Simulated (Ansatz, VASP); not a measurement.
**Ga: VASP beside Ansatz**

INCAR

```
SYSTEM = Ga
ALGO     = Normal         ! electronic algorithm
EDIFF    = 1E-6           ! SCF threshold, eV
ENCUT    = 520            ! plane-wave cutoff, eV
GGA      = PE             ! functional
ISIF     = 2              ! what is computed and relaxed
ISMEAR   = -1             ! smearing method
LASPH    = .True.         ! aspherical terms in the spheres
LCHARG   = .True.         ! write CHGCAR
LELF     = .True.         ! ELF
LREAL    = .False.        ! projectors in reciprocal space
LVHAR    = .True.       
LWAVE    = .False.        ! write WAVECAR
NBANDS   = 34             ! bands
NELM     = 100            ! most SCF steps
PREC     = Accurate       ! precision mode
SIGMA    = 0.1            ! smearing width, eV
```

Contents of KPOINTS:

```
k-points
0
Gamma
  14 14 4
  0 0 0
```

POSCAR

```
Ga
1.0
    3.1093245215      0.0000000000      0.0000000000
   -1.5546622608      2.6927540242      0.0000000000
    0.0000000000      0.0000000000     10.1521078994
Ga
4
Direct
    1.0000000000      0.0000000000      1.0000000000
    1.0000000000      0.0000000000      0.5000000000
    0.3333333333      0.6666666667      0.2500000000
    0.6666666667      0.3333333333      0.7500000000
```

Input for Ansatz:

```yaml
crystal:
  lattice:
    - [3.1093245215, 0.0, 0.0]
    - [-1.5546622608, 2.6927540242, 0.0]
    - [0.0, 0.0, 10.1521078994]
  atoms:
    - { symbol: Ga, position: [1.0, 0.0, 1.0] }
    - { symbol: Ga, position: [1.0, 0.0, 0.5] }
    - { symbol: Ga, position: [0.3333333333, 0.6666666667, 0.25] }
    - { symbol: Ga, position: [0.6666666667, 0.3333333333, 0.75] }
hamiltonian:
  xc: pbe
  pseudopotentials:
    kind: paw
    azcp:
      Ga: "pseudopotentials/Ga.paw.azcp"
basis:
  ecutwfc: 420
  fft_grid_basis: typed
kpoints:
  mp_grid: { grid: [14, 14, 4], shift: [0, 0, 0] }
magnetization:
  spin_polarized: false
scf:
  occupations: { method: fermi_dirac, width: 0.1 }
  lower_state_search: "off"
output:
  stress: true
```

Alike in both runs: task single point; functional PBE; k mesh 14 × 14 × 4; occupations fermi-dirac, width 0.1 eV; no spin polarisation.

|  | VASP | Ansatz |
| --- | --- | --- |
| version | VASP 6.6.1 | Ansatz 0.2.0 |
| potentials or method | VASP PAW PBE potentials, release 64 (Ga_d), cutoff 520 eV | plane waves (420 eV) with PAW, scalar-relativistic |
| valence electrons in the cell | 52 | 52 |

|  | VASP | Ansatz | Ansatz less VASP |
| --- | --- | --- | --- |
| pressure (GPa) | -4.1 | -4.1 | 0.00 |
| traceless stress, the component that is largest in VASP (GPa) | 0.43 | 0.43 | +0.001 |
